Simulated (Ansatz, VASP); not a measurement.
**YGe in VASP and in Ansatz**

```
Y Ge
1.0
     5.77393    0.00000    0.00000
    -4.18573    3.97718    0.00000
     0.00000    0.00000    3.95460
Y Ge
2 2
Cartesian
  -2.8053 3.4259 0.9886
  4.3935 0.5513 2.9659
  -0.0463 2.3242 0.9886
  1.6345 1.6530 2.9659
```

Alike in both runs: task single point; functional LDA; k mesh 7 × 7 × 7; occupations gaussian, width 0.1 eV; no spin polarisation.

|  | VASP | Ansatz |
| --- | --- | --- |
| version | VASP 6.6.1 | Ansatz 0.2.0 |
| potentials or method | VASP PAW LDA potentials, release 64 (Y_sv, Ge_d) | plane waves, PAW |
| plane-wave cutoff (eV) | 520 | 420 |
| valence electrons in the cell | 50 | 50 |

|  | VASP | Ansatz | Ansatz less VASP |
| --- | --- | --- | --- |
| gap on the k mesh at the Fermi level (eV) | none | none | - |
| pressure (GPa) | -4.8 | -4.8 | -0.06 |
| traceless stress, the component that is largest in VASP (GPa) | 0.29 | 0.30 | +0.003 |
| rms of the force components (eV/Å) | 0.037 | 0.037 | -0.0001 |

LDA's correlation is that of Perdew and Zunger in VASP and of Perdew and Wang (1992) in Ansatz. Atom by atom the forces differ by 0.001 eV/Å (rms over components). A gap of «none» marks a metal or a gap that the smearing closes. Ansatz's warnings: stress scf threshold loose.
